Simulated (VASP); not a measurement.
# PbS (Cmcm) in VASP: notebook

Aim: see how the results for PbS move with the level of theory and the settings. Levels: LDA, RPBE. Tasks: single point.

Everything below comes from runs of VASP 6.6.1. Logs are shortened: lines on timing, memory, paths and dates and some standing lists are left out, and cuts for length are marked.

## (1) The cell of the first run

The structure is orthorhombic, space group Cmcm (No. 63). Conventional cell: a = 4.104 Å, b = 11.821 Å, c = 4.221 Å, α = 90.00°, β = 90.00°, γ = 90.00°. Pb (site symmetry m2m) has 5 S at 2.65 to 2.95 Å within 3.5 Å. S (site symmetry m2m) has 5 Pb at 2.65 to 2.95 Å within 3.5 Å.

## (2) Single point, LDA

Input file INCAR:

```
SYSTEM = PbS
PREC = Accurate
ENCUT = 520
EDIFF = 1E-6
ISMEAR = -1
SIGMA = 0.05
LREAL = .False.
LASPH = .True.
NELM = 80
ALGO = Normal
ISIF = 2
LWAVE = .False.
LCHARG = .True.
GGA = CA
LELF = .True.
LVHAR = .True.
NBANDS = 28
```

Input file KPOINTS:

```
regular mesh
0
Gamma
  7 7 6
  0 0 0
```

Input file POSCAR:

```
PbS
1.0
    2.0518417802     -5.9103234677      0.0000000000
    2.0518417802      5.9103234677      0.0000000000
    0.0000000000      0.0000000000      4.2214851889
Pb S
2 2
Direct
    0.1305633500      0.8694366500      0.2500000000
    0.8694366500      0.1305633500      0.7500000000
    0.3547970900      0.6452029100      0.2500000000
    0.6452029100      0.3547970900      0.7500000000
```

Potentials or basis: VASP PAW LDA potentials, release 64 (Pb_d, S).

The run is started by

```
$ cat potpaw_LDA.64/Pb_d/POTCAR potpaw_LDA.64/S/POTCAR > POTCAR
$ mpirun -np 1 vasp_std > vasp.out
```

OUTCAR:

```text
SYSTEM = PbS
   PREC = Accurate
   ENCUT = 520
   EDIFF = 1E-6
   ISMEAR = -1
   LREAL = .False.
   LASPH = .True.
   NELM = 80
   ISIF = 2
   GGA = CA

 ion  position               nearest neighbor table
   1  0.131  0.869  0.250-   3 2.65   4 2.95   4 2.95   4 2.95   4 2.95   2 3.74   2 3.74   2 4.08
                             2 4.08   2 4.08   2 4.08
   2  0.869  0.131  0.750-   4 2.65   3 2.95   3 2.95   3 2.95   3 2.95   1 3.74   1 3.74   1 4.08
                             1 4.08   1 4.08   1 4.08
   3  0.355  0.645  0.250-   1 2.65   2 2.95   2 2.95   2 2.95   2 2.95
   4  0.645  0.355  0.750-   2 2.65   1 2.95   1 2.95   1 2.95   1 2.95

  LATTYP: Found a base centered orthorhombic cell.
 ALAT       =     4.1036835604
 B/A-ratio  =     2.8804966956
 C/A-ratio  =     1.0287063139

  Lattice vectors:

 A1 = (   2.0518417802,  -5.9103234677,   0.0000000000)
 A2 = (   2.0518417802,   5.9103234677,   0.0000000000)
 A3 = (   0.0000000000,   0.0000000000,   4.2214851889)

Analysis of symmetry for initial positions (statically):
=====================================================================
 Subroutine PRICEL returns:
 Original cell was already a primitive cell.

 Routine SETGRP: Setting up the symmetry group for a
 base centered orthorhombic supercell.

 Subroutine GETGRP returns: Found  8 space group operations
 (whereof  4 operations were pure point group operations)
 out of a pool of  8 trial point group operations.

The static configuration has the point symmetry C_2h.
 The point group associated with its full space group is D_2h.

Analysis of symmetry for dynamics (positions and initial velocities):
=====================================================================
 Subroutine PRICEL returns:
 Original cell was already a primitive cell.

 Routine SETGRP: Setting up the symmetry group for a
 base centered orthorhombic supercell.

 Subroutine GETGRP returns: Found  8 space group operations
 (whereof  4 operations were pure point group operations)
 out of a pool of  8 trial point group operations.

The dynamic configuration has the point symmetry C_2h.
 The point group associated with its full space group is D_2h.

 Subroutine INISYM returns: Found  8 space group operations
 (whereof  4 operations are pure point group operations),
 and found     1 'primitive' translations

----------------------------------------------------------------------------------------

                                     Primitive cell

  volume of cell :     102.3883

  direct lattice vectors                    reciprocal lattice vectors
     2.051841780 -5.910323468  0.000000000     0.243683507 -0.084597739  0.000000000
     2.051841780  5.910323468  0.000000000     0.243683507  0.084597739  0.000000000
     0.000000000  0.000000000  4.221485189     0.000000000  0.000000000  0.236883456

  length of vectors
     6.256355024  6.256355024  4.221485189     0.257950439  0.257950439  0.236883456

  position of ions in fractional coordinates (direct lattice)
     0.130563350  0.869436650  0.250000000
     0.869436650  0.130563350  0.750000000
     0.354797090  0.645202910  0.250000000
     0.645202910  0.354797090  0.750000000

  ion indices of the primitive-cell ions
   primitive index   ion index
                 1           1
                 2           2
                 3           3
                 4           4

----------------------------------------------------------------------------------------

 KPOINTS: regular mesh

Automatic generation of k-mesh.
 Grid dimensions read from file:
 generate k-points for:    7    7    6

 Generating k-lattice:

  Cartesian coordinates                     Fractional coordinates (reciprocal lattice)
     0.034811930 -0.012085391  0.000000000     0.142857143 -0.000000000  0.000000000
     0.034811930  0.012085391  0.000000000    -0.000000000  0.142857143  0.000000000
     0.000000000  0.000000000  0.039480576     0.000000000  0.000000000  0.166666667

  Length of vectors
     0.036850063  0.036850063  0.039480576

  Shift w.r.t. Gamma in fractional coordinates (k-lattice)
     0.000000000  0.000000000  0.000000000

 Subroutine IBZKPT returns following result:
 ===========================================

 Found     64 irreducible k-points:

 Following reciprocal coordinates:
            Coordinates               Weight
  0.000000  0.000000  0.000000      1.000000
  0.142857  0.000000  0.000000      4.000000
  0.285714  0.000000  0.000000      4.000000
  0.428571  0.000000  0.000000      4.000000
  0.142857  0.142857  0.000000      2.000000
  0.285714  0.142857  0.000000      4.000000
[... 16 lines left out ...]
  0.428571  0.142857  0.166667      8.000000
 -0.428571  0.142857  0.166667      8.000000
 [... further k-points ...]
   k-points           NKPTS =     64   k-points in BZ     NKDIM =     64   number of bands    NBANDS=     28
   number of dos      NEDOS =    301   number of ions     NIONS =      4
   total plane-waves  NPLWV =  73728
   dimension x,y,z NGX =    48 NGY =   48 NGZ =   32
   dimension x,y,z NGXF=    96 NGYF=   96 NGZF=   64
   ions per type =               2   2
   NGX,Y,Z   is equivalent  to a cutoff of  12.75, 12.75, 12.60 a.u.
   NGXF,Y,Z  is equivalent  to a cutoff of  25.51, 25.51, 25.20 a.u.
 SYSTEM =  PbS
   PREC   = accura    normal or accurate (medium, high low for compatibility)
   ISTART =      0    job   : 0-new  1-cont  2-samecut
   ICHARG =      2    charge: 1-file 2-atom 10-const
   ISPIN  =      1    spin polarized calculation?
   LNONCOLLINEAR =      F non collinear calculations
   LSORBIT =      F    spin-orbit coupling
   LASPH  =      T    aspherical Exc in radial PAW
   ENCUT  =  520.0 eV  38.22 Ry    6.18 a.u.  11.63 11.63  7.85*2*pi/ulx,y,z
   NELM   =     80;   NELMIN=  2; NELMDL= -5     # of ELM steps
   EDIFF  = 0.1E-05   stopping-criterion for ELM
   LREAL  =      F    real-space projection
   EDIFFG = 0.1E-04   stopping-criterion for IOM
   NSW    =      0    number of steps for IOM
   IBRION =     -1    ionic relax: 0-MD 1-quasi-New 2-CG
   NFREE  =      0    steps in history (QN), initial steepest desc. (CG)
   ISIF   =      2    stress and relaxation
   ISYM   =      2    0-nonsym 1-usesym 2-fastsym
   POTIM  = 0.5000    time-step for ionic-motion
   TEBEG  =    0.0;   TEEND  =   0.0 temperature during run
   PSTRESS=    0.0 pullay stress
   NELECT =      40.0000    total number of electrons
   NUPDOWN=      -1.0000    fix difference up-down
   EMIN   =  10.00;   EMAX   =-10.00  energy-range for DOS
   EFERMI =   0.00;   METHOD = LEGACY
   ISMEAR =    -1;   SIGMA  =   0.05  broadening in eV -4-tet -1-fermi 0-gaus
   EFERMI_NEDOS =   21; number of points for ismear=-14 and -15
   IALGO  =     38    algorithm
   IMIX   =      4    mixing-type and parameters
     AMIX     =   0.40;   BMIX     =  1.00
     AMIX_MAG =   1.60;   BMIX_MAG =  1.00
  volume/ion in A,a.u.               =      25.60       172.74
  Fermi-wavevector in a.u.,A,eV,Ry     =   1.196772  2.261571 19.487119  1.432263
  Thomas-Fermi vector in A             =   2.332704
   LORBIT       =      0    0 simple, 1 ext, 2 COOP (PROOUT), +10 PAW based schemes
   GGA     = CA    functional components
   LHFCALC =     F    Hartree Fock is set to
   AEXX    =    0.0000 exact exchange contribution
   IVDW    =     0    specifies the selected vdW correction
   LEPSILON=     F    determine dielectric tensor
   LRPA    =     F    only Hartree local field effects (RPA)
 non-spin polarized calculation
  energy-cutoff  :      520.00
  volume of cell :      102.39
 maximum number of plane-waves:      2786
   NGX = 23   NGY = 23   NGZ = 15

 number of electron      39.9999999 magnetization

 Free energy of the ion-electron system (eV)
  ---------------------------------------------------
  ext. energy  EPLUGINS =         0.00000000
  ---------------------------------------------------
  free energy    TOTEN  =       -19.84021985 eV

  energy without entropy =      -19.84021867  energy(sigma->0) =      -19.84021926

 E-fermi :   5.6932     XC(G=0): -10.1148

 val. band max:        5.1596831328   @ k =  -0.4286   0.4286   0.3333
 cond. band min:       6.1729635581   @ k =   0.4286   0.4286   0.0000
 fundamental gap:      1.0132804253
 Fermi energy:         5.6932201538

 k-point     1 :       0.0000    0.0000    0.0000
  band No.  band energies     occupation
      1     -11.2314      2.00000
      2     -11.1001      2.00000
      3     -11.0858      2.00000
      4     -11.0851      2.00000
      5     -11.0477      2.00000
      6     -11.0441      2.00000
[... 20 lines left out ...]
     27      11.3305      0.00000
     28      12.0503      0.00000

 k-point     2 :       0.1429    0.0000    0.0000
  band No.  band energies     occupation
      1     -11.2164      2.00000
      2     -11.0942      2.00000
      3     -11.0843      2.00000
      4     -11.0731      2.00000
      5     -11.0519      2.00000
      6     -11.0493      2.00000
[... 20 lines left out ...]
     27      11.4700      0.00000
     28      12.4195      0.00000

 k-point     3 :       0.2857    0.0000    0.0000
  band No.  band energies     occupation
      1     -11.1798      2.00000
      2     -11.0892      2.00000
      3     -11.0846      2.00000
      4     -11.0695      2.00000
      5     -11.0539      2.00000
      6     -11.0484      2.00000
[... 20 lines left out ...]
     27      12.4380      0.00000
     28      13.1058      0.00000

 k-point     4 :       0.4286    0.0000    0.0000
  band No.  band energies     occupation
      1     -11.1390      2.00000
      2     -11.1047      2.00000
      3     -11.0885      2.00000
      4     -11.0844      2.00000
      5     -11.0542      2.00000
      6     -11.0440      2.00000
[... 20 lines left out ...]
     27      13.0080      0.00000
     28      13.9461      0.00000

 k-point     5 :       0.1429    0.1429    0.0000
  band No.  band energies     occupation
      1     -11.1819      2.00000
      2     -11.0889      2.00000
      3     -11.0868      2.00000
      4     -11.0647      2.00000
      5     -11.0545      2.00000
      6     -11.0468      2.00000
[... 20 lines left out ...]
     27      12.4178      0.00000
     28      12.8359      0.00000

 k-point     6 :       0.2857    0.1429    0.0000
  band No.  band energies     occupation
      1     -11.1423      2.00000
      2     -11.1018      2.00000
      3     -11.0952      2.00000
      4     -11.0761      2.00000
      5     -11.0501      2.00000
      6     -11.0443      2.00000
[... 463 lines left out ...]
      5     -11.0658      2.00000
      6     -11.0353      2.00000
[... 20 lines left out ...]
     27      12.0798      0.00000
     28      13.2221      0.00000

 k-point    22 :       0.2857    0.1429    0.1667
  band No.  band energies     occupation
      1     -11.1594      2.00000
      2     -11.1337      2.00000
      3     -11.0936      2.00000
      4     -11.0697      2.00000
      5     -11.0582      2.00000
      6     -11.0387      2.00000
[... 20 lines left out ...]
     27      11.9071      0.00000
     28      13.1738      0.00000

 k-point    23 :       0.4286    0.1429    0.1667
  band No.  band energies     occupation
      1     -11.1561      2.00000
      2     -11.1354      2.00000
      3     -11.0926      2.00000
      4     -11.0683      2.00000
      5     -11.0529      2.00000
      6     -11.0418      2.00000
[... 20 lines left out ...]
     27      12.3053      0.00000
     28      13.1777      0.00000

 k-point    24 :      -0.4286    0.1429    0.1667
  band No.  band energies     occupation
      1     -11.1773      2.00000
      2     -11.1089      2.00000
      3     -11.0866      2.00000
      4     -11.0650      2.00000
      5     -11.0564      2.00000
      6     -11.0408      2.00000
[... 20 lines left out ...]
     27      12.5994      0.00000
     28      13.3680      0.00000

 [... further k-points ...]

------------------------ aborting loop because EDIFF is reached ----------------------------------------

  FORCE on cell =-STRESS in cart. coord.  units (eV):
  Direction    XX          YY          ZZ          XY          YZ          ZX
  --------------------------------------------------------------------------------------
  -------------------------------------------------------------------------------------
  Total       -0.8981428     -0.6287779     -1.0861360      0.0000000      0.0000000      0.0000000
  in kB      -14.0541825     -9.8391477    -16.9959091      0.0000000      0.0000000      0.0000000
  external PRESSURE =     -13.6297464 kB  Pullay stress =       0.0000000 kB

 VOLUME and BASIS-vectors are now :
 -----------------------------------------------------------------------------
  energy-cutoff  :      520.00
  volume of cell :      102.39
      direct lattice vectors                 reciprocal lattice vectors
     2.051841780 -5.910323468  0.000000000     0.243683507 -0.084597739  0.000000000
     2.051841780  5.910323468  0.000000000     0.243683507  0.084597739  0.000000000
     0.000000000  0.000000000  4.221485189     0.000000000  0.000000000  0.236883456

 POSITION                                       TOTAL-FORCE (eV/Angst)
 -----------------------------------------------------------------------------------
      2.05184      4.36698      1.05537         0.000000      0.154467     -0.000000
      2.05184     -4.36698      3.16611         0.000000     -0.154467      0.000000
      2.05184      1.71639      1.05537         0.000000     -0.109133     -0.000000
      2.05184     -1.71639      3.16611         0.000000      0.109133     -0.000000
 -----------------------------------------------------------------------------------
    total drift:                               -0.000000     -0.000000      0.000000

  FREE ENERGIE OF THE ION-ELECTRON SYSTEM (eV)
  ---------------------------------------------------
  free  energy   TOTEN  =       -19.8402198545 eV

  energy  without entropy=      -19.8402186737  energy(sigma->0) =      -19.84021926
```

Run time: 1.9 min. Hardware: 1 thread of AMD EPYC 9R45 (Zen 5), shared host; peak memory 0.28 GiB.

Results:

* Free energy: -19.8402 eV
* Pressure: -1.4 GPa
* Largest force: 0.154 eV/Å
* Band gap on the k mesh: 1.01 eV, indirect (least direct gap 1.29 eV)

Forces in eV/Å, atoms in the order of the input:
```
Pb   0.000  0.154  0.000
Pb   0.000 -0.154  0.000
S    0.000 -0.109  0.000
S    0.000  0.109  0.000
```

Stress tensor (GPa, compression positive):
```
-1.41  0.00  0.00
 0.00 -0.98  0.00
 0.00  0.00 -1.70
```

Caveat: spin-orbit coupling is left out, which moves the levels of the heavy elements. A k mesh can miss the band edges.

## (3) Single point, RPBE

Input file INCAR:

```
PREC = Accurate
ENCUT = 520
EDIFF = 1E-6
ISMEAR = -1
SIGMA = 0.05
LREAL = F
LASPH = T
NELM = 100
ALGO = Normal
ISIF = 2
LWAVE = F
LCHARG = F
GGA = RP
NBANDS = 28
```

Input file KPOINTS:

```
Automatic mesh
0
Gamma
  7 7 6
```

POSCAR is that of step 2.

Potentials or basis: VASP PAW PBE potentials, release 64 (Pb_d, S).

The run is started by

```
$ cat potpaw_PBE.64/Pb_d/POTCAR potpaw_PBE.64/S/POTCAR > POTCAR
$ mpirun -np 1 vasp_std > vasp.out
```

Wall time 2.1 min (1 thread of AMD EPYC 9R45 (Zen 5), shared host); peak memory 0.3 GiB.

Results (log left out):

* Free energy: -15.9010 eV
* Pressure: 5.4 GPa
* Largest force: 0.364 eV/Å
* Band gap on the k mesh: 1.25 eV, indirect (least direct gap 1.52 eV)

Forces in eV/Å, atoms in the order of the input:
```
Pb   0.000  0.364  0.000
Pb   0.000 -0.364  0.000
S    0.000 -0.300  0.000
S    0.000  0.300  0.000
```

Stress tensor (GPa, compression positive):
```
5.37 0.00 0.00
0.00 5.63 0.00
0.00 0.00 5.34
```

Levels at points of the mesh, in eV from the valence-band top:
```csv
k point,band 17,band 18,band 19,band 20,band 21,band 22,band 23,band 24
"(0.00, 0.00, 0.00)",-2.53,-1.77,-1.59,-0.52,4.74,4.87,5.07,5.84
"(0.00, 0.00, 0.50)",-1.21,-1.21,-0.06,-0.06,1.91,1.91,2.86,2.86
```

Caveat: the PAW data sets were made with another functional, which shifts forces and pressure a little; spin-orbit coupling is left out, which moves the levels of the heavy elements.
